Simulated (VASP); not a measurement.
The system is O.

```xyz
2
Lattice="2.8129 -1.6399 0.0000 2.8129 1.6399 0.0000 -2.3621 0.0000 3.5978" Properties=species:S:1:pos:R:3 pbc="T T T"
O     3.4879    0.0000    3.0380
O    -0.2243    0.0000    0.5597
```

Base run:

| Property | Result |
| --- | --- |
| Program | VASP 6.6.1 |
| Functional | PBEsol |
| Potentials or basis | VASP PAW PBE potentials, release 64 (O) |
| Cutoff | 520 eV |
| k mesh | 10 × 10 × 7 |
| Occupations | fermi-dirac, width 0.05 eV |
| Spin | no spin polarisation |

Its results: band gap on the k mesh zero (bands 6 and 7 overlap by 0.30 eV); pressure 0.8 GPa; largest force 1.749 eV/Å.

Problem. The run is repeated on the same cell with these changes: functional from PBEsol to PBE. What comes out?

Solution. Band gap on the k mesh zero (bands 6 and 7 overlap by 0.30 eV); pressure 2.4 GPa; largest force 2.184 eV/Å.

PBE binds less tightly than PBEsol, so the same cell stands under more pressure.

Caveats: the standard files for N, O and F lose accuracy on very short bonds; spin is off for a triplet molecule; this functional lacks dispersion, which holds the molecules together, so the pressure and a relaxed volume are unreliable; the PAW data sets were made with another functional, which shifts forces and pressure a little (at least some runs); forces of over 1 eV/Å act on the atoms, so gaps and moduli don't describe the material at rest (at least some runs).
